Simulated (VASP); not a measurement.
Set up this calculation in VASP 6.6.1, as the native input.

| Property | Result |
| --- | --- |
| Task | relaxation of cell and atoms |
| Functional | PBE |
| Potentials or basis | VASP PAW PBE potentials, release 64 (B, P) |
| Cutoff | 500 eV |
| k mesh | 5 × 5 × 5 |
| Occupations | gaussian, width 0.2 eV |
| Spin | no spin polarisation |
| Dipole correction | no |
| Further INCAR settings | ALGO = Normal; EDIFF = 1e-07; IBRION = 2; EDIFFG = -0.08; NSW = 36; ISIF = 3 |

The structure of B5P lies in POSCAR:

```
B5P
1.0
   -2.2125455300      2.2125455300      2.9381761300
    2.2125455300     -2.2125455300      2.9381761300
    2.2125455300      2.2125455300     -2.9381761300
B P
5 1
Direct
    0.0053133800      0.3309678800      0.3256545000
    0.0053133800      0.6796588700      0.6743455000
    0.3309678800      0.0053133800      0.3256545000
    0.6796588700      0.0053133800      0.6743455000
    0.2010337800      0.2010337800      0.0000000000
    0.8095501200      0.8095501200      0.0000000000
```

The cell was built from a structure type or drawn by symmetry, and may not be a known phase.

These files were run (other wordings do the same):

INCAR

```
ALGO = Normal
EDIFF = 1E-7
EDIFFG = -0.08
ENCUT = 500
GGA = PE
GGA_COMPAT = F
IBRION = 2
ISIF = 3
ISMEAR = 0
LASPH = T
LCHARG = F
LREAL = F
LWAVE = F
NELM = 120
NELMIN = 4
NSW = 36
PREC = Accurate
SIGMA = 0.2
```

KPOINTS

```
k-points
0
Gamma
  5 5 5
```

Potentials or basis: VASP PAW PBE potentials, release 64 (B, P).

Run with:

```bash
$ cat potpaw_PBE.64/B/POTCAR potpaw_PBE.64/P/POTCAR > POTCAR
$ mpirun -np 1 vasp_std > vasp.out
```

It gave:

```yaml
Relaxed_volume: 13.19 Å³/atom
Relaxed_cell: a = 5.212 Å, b = 5.212 Å, c = 5.212 Å, α = 130.89°, β = 130.89°, γ = 71.98°
Space_group_after_relaxing_to_0.1_Å: I4mm (No. 107)
Energy_gained_by_relaxing: 561.9 meV/atom
Ionic_steps: 17
Pressure_after_relaxing: 0.3 GPa
Largest_force_after_relaxing: 0.052 eV/Å
Band_gap_on_the_k_mesh: 0.91 eV (least direct gap 1.03 eV)
```

Caveat: the volume moved by over 15 % at a fixed basis, so the end points are rough; an odd mesh through Γ misses points on the zone boundary, where band edges can lie; the relaxation stopped at a loose force limit of 0.08 eV/Å, so its end isn't a converged minimum.

Run time: 2.3 min on 1 thread of Intel(R) Xeon(R) Platinum 8488C (Sapphire Rapids), on a shared host, peak memory 0.17 GiB.
